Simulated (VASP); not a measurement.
Here is a VASP 6.6.1 calculation.

Contents of INCAR:

```
PREC = Accurate ; ENCUT = 520
EDIFF = 1E-6 ; ISMEAR = 0
SIGMA = 0.1 ; LREAL = False
LASPH = True ; NELM = 100
ALGO = Normal ; ISIF = 2
LWAVE = False ; LCHARG = True
GGA = PS ; LELF = True
LVHAR = True ; NBANDS = 22
```

KPOINTS

```
regular mesh
0
Gamma
  6 6 6
```

File POSCAR:

```
Bi
1.0
    2.2675000000      1.3091417354      3.9380000000
   -2.2675000000      1.3091417354      3.9380000000
    0.0000000000     -2.6182834708      3.9380000000
Bi
2
Direct
    0.2340000000      0.2340000000      0.2340000000
    0.7660000000      0.7660000000      0.7660000000
```

Potentials or basis: VASP PAW PBE potentials, release 64 (Bi_d).

Run with:

```console
$ cat potpaw_PBE.64/Bi_d/POTCAR > POTCAR
$ mpirun -np 1 vasp_std > vasp.out
```

Q: What does it give for the pressure?

A: -0.4 GPa.

Q: Estimate the largest force.

A: 0.053 eV/Å.

Q: Estimate the band gap on the k mesh.

A: Zero (bands 15 and 16 overlap by 0.16 eV).

Stress tensor (GPa, compression positive):
```
-0.42  0.00  0.00
 0.00 -0.42  0.00
 0.00  0.00 -0.26
```

Caveat: the PAW data sets were made with another functional, which shifts forces and pressure a little; spin-orbit coupling is left out, which moves the levels of the heavy elements.
